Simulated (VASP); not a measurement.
**HgTe: electric field gradients with PBE**

The system is HgTe.

```
Hg Te
1.0
     0.00000    3.25623    3.15903
     3.25623    0.00000    3.15903
     3.25623    3.25623    0.00000
Hg Te
1 1
Direct
  0.00000 0.00000 0.00000
  0.75000 0.75000 0.75000
```

This cell differs from its parent crystal: z stretched by -2 % at fixed volume.

```json
{
 "Program": "VASP 6.6.1",
 "Task": "electric field gradients",
 "Functional": "PBE",
 "Potentials or basis": "VASP PAW PBE potentials, release 64 (Hg, Te)",
 "Cutoff": "520 eV",
 "k mesh": "9 × 9 × 9",
 "Occupations": "fermi-dirac, width 0.05 eV",
 "Spin": "no spin polarisation",
 "Dipole correction": "no",
 "Further INCAR settings": "ALGO = Normal; EDIFF = 1e-08; NBANDS = 16"
}
```

```yaml
Pressure: 4.1 GPa
```

Stress tensor (GPa, compression positive):
```
4.02 0.00 0.00
0.00 4.02 0.00
0.00 0.00 4.35
```

Levels at points of the mesh, in eV from the Fermi level:
```tsv
k point	band 6	band 7	band 8	band 9	band 10	band 11	band 12	band 13
(0.00, 0.00, 0.00)	-6.92	-0.78	-0.11	-0.11	-0.01	4.15	4.15	4.15
```

Electric field gradients, principal values (V/Å²):
| atom | least | middle | greatest (by size) |
| --- | --- | --- | --- |
| 1 Hg | -9.817 | -9.817 | 19.633 |
| 2 Te | 7.406 | 7.406 | -14.812 |

It took 97 s on 1 thread of Intel(R) Xeon(R) Platinum 8259CL CPU @ 2.50GHz (Skylake/Cascade Lake), with other jobs on the host, peak memory 0.25 GiB.

Caveat: without QUAD_EFG the Cq values of the log hold for a quadrupole moment of 1 mb, not for the nuclei; spin-orbit coupling is left out, which moves the levels of the heavy elements.
